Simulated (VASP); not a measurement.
# AlN (kn) (P6_3/mmc) in VASP: single point with PBEsol

Aim: the single point of AlN (kn) with PBEsol.

Program: VASP 6.6.1. These are calculated values, not measurements. Logs are shortened: lines on timing, memory, paths and dates and some standing lists are left out, and cuts for length are marked.

### 1 The cell of the first run

The structure is hexagonal, space group P6_3/mmc (No. 194). Conventional cell: a = 3.301 Å, b = 3.301 Å, c = 4.140 Å, α = 90.00°, β = 90.00°, γ = 120.00°. Al (site symmetry -6m2) has 5 N at 1.91 to 2.07 Å within 2.5 Å. Within 2.5 Å of N (site symmetry -6m2) lie 5 Al at 1.91 to 2.07 Å.

### 2 Single point, PBEsol

File INCAR:

```
SYSTEM = AlN
ALGO     = Normal         ! electronic algorithm
EDIFF    = 1E-6           ! SCF threshold, eV
ENCUT    = 600            ! plane-wave cutoff, eV
GGA      = PS             ! functional
GGA_COMPAT= .False.      
ISIF     = 2              ! what is computed and relaxed
ISMEAR   = 0              ! smearing method
LASPH    = .True.         ! aspherical terms in the spheres
LCHARG   = .False.        ! write CHGCAR
LREAL    = .False.        ! projectors in reciprocal space
LWAVE    = .False.        ! write WAVECAR
NBANDS   = 16             ! bands
NELM     = 120            ! most SCF steps
PREC     = Accurate       ! precision mode
SIGMA    = 0.02           ! smearing width, eV
```

File KPOINTS:

```
k-points
0
Gamma
  6 6 4
  0 0 0
```

File POSCAR:

```
AlN
1.0
    3.3014697580      0.0000000000      0.0000000000
   -1.6507348790      2.8591566802      0.0000000000
    0.0000000000      0.0000000000      4.1398709562
Al N
2 2
Direct
    0.3333333333      0.6666666667      0.7500000000
    0.6666666667      0.3333333333      0.2500000000
    0.3333333333      0.6666666667      0.2500000000
    0.6666666667      0.3333333333      0.7500000000
```

Potentials or basis: VASP PAW PBE potentials, release 64 (Al, N).

Command:

```bash
$ cat potpaw_PBE.64/Al/POTCAR potpaw_PBE.64/N/POTCAR > POTCAR
$ mpirun -np 1 vasp_std > vasp.out
```

OUTCAR:

```text
SYSTEM = AlN
   EDIFF = 1E-6
   ENCUT = 600
   GGA = PS
   ISIF = 2
   ISMEAR = 0
   LASPH = .True.
   LREAL = .False.
   NELM = 120
   PREC = Accurate

 ion  position               nearest neighbor table
   1  0.333  0.667  0.750-   4 1.91   4 1.91   4 1.91   3 2.07   3 2.07   2 2.81   2 2.81   2 2.81
                             2 2.81   2 2.81   2 2.81
   2  0.667  0.333  0.250-   3 1.91   3 1.91   3 1.91   4 2.07   4 2.07   1 2.81   1 2.81   1 2.81
                             1 2.81   1 2.81   1 2.81
   3  0.333  0.667  0.250-   2 1.91   2 1.91   2 1.91   1 2.07   1 2.07
   4  0.667  0.333  0.750-   1 1.91   1 1.91   1 1.91   2 2.07   2 2.07

  LATTYP: Found a hexagonal cell.
 ALAT       =     3.3014697580
 C/A-ratio  =     1.2539478655

  Lattice vectors:

 A1 = (   3.3014697580,   0.0000000000,   0.0000000000)
 A2 = (  -1.6507348790,   2.8591566802,   0.0000000000)
 A3 = (   0.0000000000,   0.0000000000,   4.1398709562)

Analysis of symmetry for initial positions (statically):
=====================================================================
 Subroutine PRICEL returns:
 Original cell was already a primitive cell.

 Routine SETGRP: Setting up the symmetry group for a
 hexagonal supercell.

 Subroutine GETGRP returns: Found 24 space group operations
 (whereof 12 operations were pure point group operations)
 out of a pool of 24 trial point group operations.

The static configuration has the point symmetry D_3d.
 The point group associated with its full space group is D_6h.

Analysis of symmetry for dynamics (positions and initial velocities):
=====================================================================
 Subroutine PRICEL returns:
 Original cell was already a primitive cell.

 Routine SETGRP: Setting up the symmetry group for a
 hexagonal supercell.

 Subroutine GETGRP returns: Found 24 space group operations
 (whereof 12 operations were pure point group operations)
 out of a pool of 24 trial point group operations.

The dynamic configuration has the point symmetry D_3d.
 The point group associated with its full space group is D_6h.

 Subroutine INISYM returns: Found 24 space group operations
 (whereof 12 operations are pure point group operations),
 and found     1 'primitive' translations

----------------------------------------------------------------------------------------

                                     Primitive cell

  volume of cell :      39.0780

  direct lattice vectors                    reciprocal lattice vectors
     3.301469758  0.000000000  0.000000000     0.302895399  0.174876740  0.000000000
    -1.650734879  2.859156680  0.000000000     0.000000000  0.349753480  0.000000000
     0.000000000  0.000000000  4.139870956     0.000000000  0.000000000  0.241553423

  length of vectors
     3.301469758  3.301469758  4.139870956     0.349753480  0.349753480  0.241553423

  position of ions in fractional coordinates (direct lattice)
     0.333333333  0.666666667  0.750000000
     0.666666667  0.333333333  0.250000000
     0.333333333  0.666666667  0.250000000
     0.666666667  0.333333333  0.750000000

  ion indices of the primitive-cell ions
   primitive index   ion index
                 1           1
                 2           2
                 3           3
                 4           4

----------------------------------------------------------------------------------------

 KPOINTS: k-points

Automatic generation of k-mesh.
 Grid dimensions read from file:
 generate k-points for:    6    6    4

 Generating k-lattice:

  Cartesian coordinates                     Fractional coordinates (reciprocal lattice)
     0.050482567  0.029146123  0.000000000     0.166666667 -0.000000000  0.000000000
     0.000000000  0.058292247  0.000000000     0.000000000  0.166666667  0.000000000
     0.000000000  0.000000000  0.060388356     0.000000000  0.000000000  0.250000000

  Length of vectors
     0.058292247  0.058292247  0.060388356

  Shift w.r.t. Gamma in fractional coordinates (k-lattice)
     0.000000000  0.000000000  0.000000000

 Subroutine IBZKPT returns following result:
 ===========================================

 Found     21 irreducible k-points:

 Following reciprocal coordinates:
            Coordinates               Weight
  0.000000  0.000000  0.000000      1.000000
  0.166667 -0.000000  0.000000      6.000000
  0.333333 -0.000000  0.000000      6.000000
  0.500000 -0.000000  0.000000      3.000000
  0.166667  0.166667  0.000000      6.000000
  0.333333  0.166667  0.000000     12.000000
[... 13 lines left out ...]
  0.333333  0.166667  0.500000     12.000000
  0.333333  0.333333  0.500000      2.000000
   k-points           NKPTS =     21   k-points in BZ     NKDIM =     21   number of bands    NBANDS=     16
   number of dos      NEDOS =    301   number of ions     NIONS =      4
   total plane-waves  NPLWV =  28224
   dimension x,y,z NGX =    28 NGY =   28 NGZ =   36
   dimension x,y,z NGXF=    56 NGYF=   56 NGZF=   72
   ions per type =               2   2
   NGX,Y,Z   is equivalent  to a cutoff of  14.10, 14.10, 14.46 a.u.
   NGXF,Y,Z  is equivalent  to a cutoff of  28.20, 28.20, 28.91 a.u.
 SYSTEM =  AlN
   PREC   = accura    normal or accurate (medium, high low for compatibility)
   ISTART =      0    job   : 0-new  1-cont  2-samecut
   ICHARG =      2    charge: 1-file 2-atom 10-const
   ISPIN  =      1    spin polarized calculation?
   LNONCOLLINEAR =      F non collinear calculations
   LSORBIT =      F    spin-orbit coupling
   LASPH  =      T    aspherical Exc in radial PAW
   ENCUT  =  600.0 eV  44.10 Ry    6.64 a.u.   6.59  6.59  8.27*2*pi/ulx,y,z
   NELM   =    120;   NELMIN=  2; NELMDL= -5     # of ELM steps
   EDIFF  = 0.1E-05   stopping-criterion for ELM
   LREAL  =      F    real-space projection
   EDIFFG = 0.1E-04   stopping-criterion for IOM
   NSW    =      0    number of steps for IOM
   IBRION =     -1    ionic relax: 0-MD 1-quasi-New 2-CG
   NFREE  =      0    steps in history (QN), initial steepest desc. (CG)
   ISIF   =      2    stress and relaxation
   ISYM   =      2    0-nonsym 1-usesym 2-fastsym
   POTIM  = 0.5000    time-step for ionic-motion
   TEBEG  =    0.0;   TEEND  =   0.0 temperature during run
   PSTRESS=    0.0 pullay stress
   NELECT =      16.0000    total number of electrons
   NUPDOWN=      -1.0000    fix difference up-down
   EMIN   =  10.00;   EMAX   =-10.00  energy-range for DOS
   EFERMI =   0.00;   METHOD = LEGACY
   ISMEAR =     0;   SIGMA  =   0.02  broadening in eV -4-tet -1-fermi 0-gaus
   EFERMI_NEDOS =   21; number of points for ismear=-14 and -15
   IALGO  =     38    algorithm
   IMIX   =      4    mixing-type and parameters
     AMIX     =   0.40;   BMIX     =  1.00
     AMIX_MAG =   1.60;   BMIX_MAG =  1.00
  volume/ion in A,a.u.               =       9.77        65.93
  Fermi-wavevector in a.u.,A,eV,Ry     =   1.215638  2.297222 20.106347  1.477775
  Thomas-Fermi vector in A             =   2.351018
   LORBIT       =      0    0 simple, 1 ext, 2 COOP (PROOUT), +10 PAW based schemes
   GGA     = PS    functional components
   LHFCALC =     F    Hartree Fock is set to
   AEXX    =    0.0000 exact exchange contribution
   IVDW    =     0    specifies the selected vdW correction
   LEPSILON=     F    determine dielectric tensor
   LRPA    =     F    only Hartree local field effects (RPA)
 non-spin polarized calculation
 Gauss-broadening in eV      SIGMA  =   0.02
  energy-cutoff  :      600.00
  volume of cell :       39.08
 maximum number of plane-waves:      1331
 NGX is ok and might be reduce to    28
   NGX = 13   NGY = 13   NGZ = 17

 number of electron      16.0000002 magnetization

 Free energy of the ion-electron system (eV)
  ---------------------------------------------------
  ext. energy  EPLUGINS =         0.00000000
  ---------------------------------------------------
  free energy    TOTEN  =       -30.94892221 eV

  energy without entropy =      -30.94892221  energy(sigma->0) =      -30.94892221

 E-fermi :   8.1254     XC(G=0): -11.4314

 val. band max:        8.0285204314   @ k =   0.0000   0.0000   0.0000
 cond. band min:      11.3690202207   @ k =   0.0000   0.0000   0.0000
 fundamental gap:      3.3404997893
 Fermi energy:         8.1253919937

 k-point     1 :       0.0000    0.0000    0.0000
  band No.  band energies     occupation
      1      -8.8512      2.00000
      2      -5.0442      2.00000
      3       1.0434      2.00000
      4       4.6986      2.00000
      5       4.6987      2.00000
      6       6.4261      2.00000
[... 8 lines left out ...]
     15      19.8958      0.00000
     16      19.9419      0.00000

 k-point     2 :       0.1667   -0.0000    0.0000
  band No.  band energies     occupation
      1      -8.5327      2.00000
      2      -5.0545      2.00000
      3       1.3842      2.00000
      4       3.6772      2.00000
      5       4.2925      2.00000
      6       5.4908      2.00000
[... 8 lines left out ...]
     15      18.8198      0.00000
     16      20.1344      0.00000

 k-point     3 :       0.3333   -0.0000    0.0000
  band No.  band energies     occupation
      1      -7.6837      2.00000
      2      -5.2907      2.00000
      3       2.1094      2.00000
      4       2.3272      2.00000
      5       3.7006      2.00000
      6       4.2631      2.00000
[... 8 lines left out ...]
     15      19.3768      0.00000
     16      21.0636      0.00000

 k-point     4 :       0.5000   -0.0000    0.0000
  band No.  band energies     occupation
      1      -6.9422      2.00000
      2      -5.7444      2.00000
      3       1.5030      2.00000
      4       3.2093      2.00000
      5       3.4611      2.00000
      6       3.7560      2.00000
[... 8 lines left out ...]
     15      21.2822      0.00000
     16      21.4867      0.00000
[... 267 lines left out ...]
 k-point    19 :       0.1667    0.1667    0.5000
  band No.  band energies     occupation
      1      -6.6942      2.00000
      2      -6.6942      2.00000
      3       1.9822      2.00000
      4       1.9822      2.00000
      5       4.5464      2.00000
      6       4.5464      2.00000
[... 8 lines left out ...]
     15      19.3656      0.00000
     16      19.3656      0.00000

 k-point    20 :       0.3333    0.1667    0.5000
  band No.  band energies     occupation
      1      -6.1863      2.00000
      2      -6.1863      2.00000
      3       1.0015      2.00000
      4       1.0015      2.00000
      5       3.7517      2.00000
      6       3.7517      2.00000
[... 8 lines left out ...]
     15      20.4001      0.00000
     16      20.4001      0.00000

 k-point    21 :       0.3333    0.3333    0.5000
  band No.  band energies     occupation
      1      -6.0040      2.00000
      2      -6.0040      2.00000
      3       1.0740      2.00000
      4       1.0740      2.00000
      5       2.7985      2.00000
      6       2.7985      2.00000
[... 8 lines left out ...]
     15      20.7525      0.00000
     16      20.7525      0.00000

------------------------ aborting loop because EDIFF is reached ----------------------------------------

  FORCE on cell =-STRESS in cart. coord.  units (eV):
  Direction    XX          YY          ZZ          XY          YZ          ZX
  --------------------------------------------------------------------------------------
  -------------------------------------------------------------------------------------
  Total       -0.0284266     -0.0284266     -0.0253838      0.0000000      0.0000000      0.0000000
  in kB       -1.1654756     -1.1654756     -1.0407247      0.0000000      0.0000000      0.0000000
  external PRESSURE =      -1.1238919 kB  Pullay stress =       0.0000000 kB

 VOLUME and BASIS-vectors are now :
 -----------------------------------------------------------------------------
  energy-cutoff  :      600.00
  volume of cell :       39.08
      direct lattice vectors                 reciprocal lattice vectors
     3.301469758  0.000000000  0.000000000     0.302895399  0.174876740  0.000000000
    -1.650734879  2.859156680  0.000000000     0.000000000  0.349753480  0.000000000
     0.000000000  0.000000000  4.139870956     0.000000000  0.000000000  0.241553423

 POSITION                                       TOTAL-FORCE (eV/Angst)
 -----------------------------------------------------------------------------------
     -0.00000      1.90610      3.10490         0.000000     -0.000000      0.000000
      1.65073      0.95305      1.03497        -0.000000      0.000000      0.000000
     -0.00000      1.90610      1.03497        -0.000000     -0.000000      0.000000
      1.65073      0.95305      3.10490        -0.000000      0.000000      0.000000
 -----------------------------------------------------------------------------------
    total drift:                               -0.000000      0.000000     -0.000000

  FREE ENERGIE OF THE ION-ELECTRON SYSTEM (eV)
  ---------------------------------------------------
  free  energy   TOTEN  =       -30.9489222122 eV

  energy  without entropy=      -30.9489222122  energy(sigma->0) =      -30.94892221
```

Wall time 35 s (1 thread of AMD EPYC 7R13, shared host); peak memory 0.14 GiB.

Results:

* Free energy: -30.9489 eV
* Pressure: -0.1 GPa
* Band gap on the k mesh: 3.34 eV, direct

Caveat: the PAW data sets were made with another functional, which shifts forces and pressure a little. A k mesh can miss the band edges.
